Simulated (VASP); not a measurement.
**Rb2Ge3: relaxation of cell and atoms with PBE**

The system is Rb2Ge3.

```
Rb Ge
1.0
    -4.38223    4.38223    4.38223
     4.38223   -4.38223    4.38223
     4.38223    4.38223   -4.38223
Rb Ge
4 6
Direct
  0.00000 0.25000 0.50000
  0.25000 0.25000 0.25000
  0.25000 0.50000 0.00000
  0.50000 0.00000 0.25000
  0.62500 0.25000 0.87500
  0.87500 0.62500 0.25000
  0.75000 0.62500 0.87500
  0.25000 0.87500 0.62500
  0.87500 0.75000 0.62500
  0.62500 0.87500 0.75000
```

```
Program                : VASP 6.6.1
Task                   : relaxation of cell and atoms
Functional             : PBE
Potentials or basis    : VASP PAW PBE potentials, release 64 (Rb_sv, Ge_d)
Cutoff                 : 600 eV
k mesh                 : 6 × 6 × 6
Occupations            : gaussian, width 0.1 eV
Spin                   : no spin polarisation
Dipole correction      : no
Further INCAR settings : ALGO = Normal; EDIFF = 1e-06; IBRION = 2; EDIFFG = -0.01; NSW = 100; ISIF = 3
```

```
Relaxed volume                         : 33.79 Å³/atom
Relaxed cell                           : a = 7.600 Å, b = 7.600 Å, c = 7.600 Å, α = 109.47°, β = 109.47°, γ = 109.47°
Space group after relaxing (to 0.05 Å) : I4_132 (No. 214)
Energy gained by relaxing              : 0.1 meV/atom
Ionic steps                            : 3
Pressure after relaxing                : 0.0 GPa
Band gap on the k mesh                 : zero (band 60 reaches 3.40 eV, above the bottom of band 61 at 2.83 eV)
```

Step by step:
```csv
step,energy change (eV),largest force (eV/Å),pressure (GPa),volume (Å³)
1,0.0000,0.0000,0.09,336.63
2,-0.0004,0.0000,0.05,337.50
3,-0.0005,0.0000,0.02,337.94
```

Final structure:
```
Rb Ge
1.0
    -4.38794    4.38794    4.38794
     4.38794   -4.38794    4.38794
     4.38794    4.38794   -4.38794
Rb Ge
4 6
Direct
  0.00000 0.25000 0.50000
  0.25000 0.25000 0.25000
  0.25000 0.50000 0.00000
  0.50000 0.00000 0.25000
  0.62500 0.25000 0.87500
  0.87500 0.62500 0.25000
  0.75000 0.62500 0.87500
  0.25000 0.87500 0.62500
  0.87500 0.75000 0.62500
  0.62500 0.87500 0.75000
```

Levels at points of the mesh, in eV from the Fermi level:
```tsv
k point	band 58	band 59	band 60	band 61	band 62	band 63
(0.00, 0.00, 0.00)	-1.69	-0.44	0.39	0.39	1.15	1.15
(0.50, 0.00, 0.00)	-1.12	-0.81	-0.26	0.77	0.81	1.32
(0.50, 0.50, 0.50)	-1.69	-1.69	-1.34	0.08	0.08	1.31
```

Run time: 29 min on 1 thread of Intel Xeon 6975P-C, with other jobs on the host, peak memory 0.82 GiB.
